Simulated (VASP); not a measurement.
# Pt (Fm-3m) in VASP: single point with r2SCAN

Aim: the single point of Pt with r2SCAN.

All numbers are computed with VASP 6.6.1; they aren't measurements. Logs are shortened: lines on timing, memory, paths and dates and some standing lists are left out, and cuts for length are marked.

### Step 1. The cell of the first run

The structure is cubic, space group Fm-3m (No. 225). The conventional cell has a = 3.920 Å, b = 3.920 Å, c = 3.920 Å, α = 90.00°, β = 90.00°, γ = 90.00°. Within 3.7 Å of Pt (site symmetry m-3m) lie 12 Pt at 2.77 Å.

### Step 2. Single point, r2SCAN

The input, POSCAR:

```
Pt
1.0
    0.0000000000      1.9600012148      1.9600012148
    1.9600012148      0.0000000000      1.9600012148
    1.9600012148      1.9600012148      0.0000000000
Pt
1
Direct
    0.0000000000      0.0000000000      0.0000000000
```

The input, INCAR.step1:

```
SYSTEM = Pt
PREC = Accurate
ENCUT = 520
ISMEAR = 0
SIGMA = 0.05
LREAL = .False.
LASPH = .True.
NELM = 60
NBANDS = 11
GGA = PE
ALGO = Normal
EDIFF = 1E-4
LWAVE = .True.
LCHARG = .False.
```

The input, INCAR.step2:

```
SYSTEM = Pt
PREC = Accurate
ENCUT = 520
EDIFF = 1E-7
ISMEAR = 0
SIGMA = 0.05
LREAL = .False.
LASPH = .True.
NELM = 60
ALGO = Normal
ISIF = 2
LWAVE = .False.
LCHARG = .False.
METAGGA = R2SCAN
LMIXTAU = .True.
NBANDS = 11
ISTART = 1
```

The input, KPOINTS:

```
Automatic mesh
0
Gamma
  14 14 14
  0 0 0
```

Potentials or basis: VASP PAW PBE potentials, release 64 (Pt).

The run is started by

```console
cat potpaw_PBE.64/Pt/POTCAR > POTCAR
cp INCAR.step1 INCAR
mpirun -np 1 vasp_std > vasp.out
cp INCAR.step2 INCAR
mpirun -np 1 vasp_std > vasp.out
```

OUTCAR:

```text
SYSTEM = Pt
   PREC = Accurate
   ENCUT = 520
   EDIFF = 1E-7
   ISMEAR = 0
   LREAL = .False.
   LASPH = .True.
   NELM = 60
   ISIF = 2
   METAGGA = R2SCAN
   ISTART = 1

 ion  position               nearest neighbor table
   1  0.000  0.000  0.000-

  LATTYP: Found a face centered cubic cell.
 ALAT       =     3.9200024296

  Lattice vectors:

 A1 = (   0.0000000000,   1.9600012148,   1.9600012148)
 A2 = (   1.9600012148,   0.0000000000,   1.9600012148)
 A3 = (   1.9600012148,   1.9600012148,   0.0000000000)

Analysis of symmetry for initial positions (statically):
=====================================================================
 Subroutine PRICEL returns:
 Original cell was already a primitive cell.

 Routine SETGRP: Setting up the symmetry group for a
 face centered cubic supercell.

 Subroutine GETGRP returns: Found 48 space group operations
 (whereof 48 operations were pure point group operations)
 out of a pool of 48 trial point group operations.

The static configuration has the point symmetry O_h .

Analysis of symmetry for dynamics (positions and initial velocities):
=====================================================================
 Subroutine PRICEL returns:
 Original cell was already a primitive cell.

 Routine SETGRP: Setting up the symmetry group for a
 face centered cubic supercell.

 Subroutine GETGRP returns: Found 48 space group operations
 (whereof 48 operations were pure point group operations)
 out of a pool of 48 trial point group operations.

The dynamic configuration has the point symmetry O_h .

 Subroutine INISYM returns: Found 48 space group operations
 (whereof 48 operations are pure point group operations),
 and found     1 'primitive' translations

----------------------------------------------------------------------------------------

                                     Primitive cell

  volume of cell :      15.0591

  direct lattice vectors                    reciprocal lattice vectors
     0.000000000  1.960001215  1.960001215    -0.255101883  0.255101883  0.255101883
     1.960001215  0.000000000  1.960001215     0.255101883 -0.255101883  0.255101883
     1.960001215  1.960001215  0.000000000     0.255101883  0.255101883 -0.255101883

  length of vectors
     2.771860300  2.771860300  2.771860300     0.441849422  0.441849422  0.441849422

  position of ions in fractional coordinates (direct lattice)
     0.000000000  0.000000000  0.000000000

  ion indices of the primitive-cell ions
   primitive index   ion index
                 1           1

[... 77 lines left out ...]
   ISIF   =      2    stress and relaxation
   ISYM   =      2    0-nonsym 1-usesym 2-fastsym
   POTIM  = 0.5000    time-step for ionic-motion
   TEBEG  =    0.0;   TEEND  =   0.0 temperature during run
   PSTRESS=    0.0 pullay stress
   NELECT =      10.0000    total number of electrons
   NUPDOWN=      -1.0000    fix difference up-down
   EMIN   =  10.00;   EMAX   =-10.00  energy-range for DOS
   EFERMI =   0.00;   METHOD = LEGACY
   ISMEAR =     0;   SIGMA  =   0.05  broadening in eV -4-tet -1-fermi 0-gaus
   EFERMI_NEDOS =   21; number of points for ismear=-14 and -15
   IALGO  =     38    algorithm
   IMIX   =      4    mixing-type and parameters
     AMIX     =   0.40;   BMIX     =  1.00
     AMIX_MAG =   1.60;   BMIX_MAG =  1.00
  volume/ion in A,a.u.               =      15.06       101.62
  Fermi-wavevector in a.u.,A,eV,Ry     =   1.428264  2.699028 27.755042  2.039938
  Thomas-Fermi vector in A             =   2.548345
   LORBIT       =      0    0 simple, 1 ext, 2 COOP (PROOUT), +10 PAW based schemes
   METAGGA = R2SCAN    functional components
   LHFCALC =     F    Hartree Fock is set to
   AEXX    =    0.0000 exact exchange contribution
   IVDW    =     0    specifies the selected vdW correction
   LEPSILON=     F    determine dielectric tensor
   LRPA    =     F    only Hartree local field effects (RPA)
 non-spin polarized calculation
 Gauss-broadening in eV      SIGMA  =   0.05
  energy-cutoff  :      520.00
  volume of cell :       15.06
 maximum number of plane-waves:       420
 NGX is ok and might be reduce to    24
   NGX = 11   NGY = 11   NGZ = 11

 number of electron      10.0000000 magnetization

 Free energy of the ion-electron system (eV)
  ---------------------------------------------------
  ext. energy  EPLUGINS =         0.00000000
  ---------------------------------------------------
  free energy    TOTEN  =       -51.50568054 eV

  energy without entropy =      -51.50353995  energy(sigma->0) =      -51.50461024

 E-fermi :  11.0165     XC(G=0): -14.6460

 val. band max:       11.0124730782   @ k =   0.5000   0.3571   0.0714
 cond. band min:      11.0197976332   @ k =  -0.3571   0.3571   0.1429
 fundamental gap:      0.0073245550
 Fermi energy:        11.0165165600

 k-point     1 :       0.0000    0.0000    0.0000
  band No.  band energies     occupation
      1       0.5293      2.00000
      2       7.1158      2.00000
      3       7.1158      2.00000
      4       7.1158      2.00000
      5       9.2862      2.00000
      6       9.2862      2.00000
      7      26.5210      0.00000
      8      31.7029      0.00000
      9      31.7029      0.00000
     10      31.7029      0.00000
     11      37.5851      0.00000
[... 309 lines left out ...]
 k-point    24 :       0.2857    0.1429    0.0000
  band No.  band energies     occupation
      1       3.1613      2.00000
      2       6.0115      2.00000
      3       7.4465      2.00000
      4       8.0674      2.00000
      5       9.2389      2.00000
      6      10.1032      2.00000
      7      26.0896      0.00000
      8      29.3132      0.00000
      9      30.8810      0.00000
     10      32.3678      0.00000
     11      36.5031      0.00000

 [... further k-points ...]
[... 5 lines left out ...]
  --------------------------------------------------------------------------------------
  -------------------------------------------------------------------------------------
  Total        0.4599298      0.4599298      0.4599298      0.0000000     -0.0000000      0.0000000
  in kB       48.9331459     48.9331459     48.9331459      0.0000000     -0.0000000      0.0000000
  external PRESSURE =      48.9331459 kB  Pullay stress =       0.0000000 kB

 VOLUME and BASIS-vectors are now :
 -----------------------------------------------------------------------------
  energy-cutoff  :      520.00
  volume of cell :       15.06
      direct lattice vectors                 reciprocal lattice vectors
     0.000000000  1.960001215  1.960001215    -0.255101883  0.255101883  0.255101883
     1.960001215  0.000000000  1.960001215     0.255101883 -0.255101883  0.255101883
     1.960001215  1.960001215  0.000000000     0.255101883  0.255101883 -0.255101883

 POSITION                                       TOTAL-FORCE (eV/Angst)
 -----------------------------------------------------------------------------------
      0.00000      0.00000      0.00000         0.000000     -0.000000     -0.000000
 -----------------------------------------------------------------------------------
    total drift:                               -0.000000      0.000000      0.000000

  FREE ENERGIE OF THE ION-ELECTRON SYSTEM (eV)
  ---------------------------------------------------
  free  energy   TOTEN  =       -51.5056805361 eV

  energy  without entropy=      -51.5035399454  energy(sigma->0) =      -51.50461024
```

OUTCAR.step1:

```text
SYSTEM = Pt
   PREC = Accurate
   ENCUT = 520
   ISMEAR = 0
   LREAL = .False.
   LASPH = .True.
   NELM = 60
[... 553 lines left out ...]
 -----------------------------------------------------------------------------------
      0.00000      0.00000      0.00000        -0.000000      0.000000     -0.000000
 -----------------------------------------------------------------------------------
    total drift:                               -0.000000      0.000000      0.000000

  FREE ENERGIE OF THE ION-ELECTRON SYSTEM (eV)
  ---------------------------------------------------
  free  energy   TOTEN  =        -6.0900424068 eV

  energy  without entropy=       -6.0878858725  energy(sigma->0) =       -6.08896414
```

OSZICAR.step1:

```text
N       E                     dE             d eps       ncg     rms          rms(c)
DAV:   1     0.404184042497E+02    0.40418E+02   -0.53019E+03  2336   0.839E+02
DAV:   2    -0.586307628666E+01   -0.46281E+02   -0.44528E+02  2620   0.177E+02
DAV:   3    -0.646349240198E+01   -0.60042E+00   -0.59499E+00  2689   0.194E+01
DAV:   4    -0.646577163550E+01   -0.22792E-02   -0.22789E-02  2636   0.138E+00
DAV:   5    -0.646578961649E+01   -0.17981E-04   -0.17981E-04  2693   0.113E-01    0.130E+01
DAV:   6    -0.613266421848E+01    0.33313E+00   -0.75006E-01  2474   0.691E+00    0.686E+00
DAV:   7    -0.609350929729E+01    0.39155E-01   -0.14199E-01  2624   0.294E+00    0.251E+00
DAV:   8    -0.609017931327E+01    0.33300E-02   -0.49353E-03  2510   0.611E-01    0.510E-01
DAV:   9    -0.609003835103E+01    0.14096E-03   -0.54539E-05  2000   0.691E-02    0.382E-02
DAV:  10    -0.609004240676E+01   -0.40557E-05   -0.31659E-06  1255   0.143E-02
   1 F= -.60900424E+01 E0= -.60889641E+01  d E =-.215653E-02
```

It took 2.7 min on 1 thread of AMD EPYC 7R13, shared host; peak memory 0.13 GiB.

Results:

```
Free energy            : -51.5057 eV
Pressure               : 4.9 GPa
Band gap on the k mesh : zero (band 5 reaches 11.57 eV, above the bottom of band 6 at 9.18 eV)
```

Caveat: the PAW data sets were made with another functional, which shifts forces and pressure a little; spin-orbit coupling is left out, which moves the levels of the heavy elements.
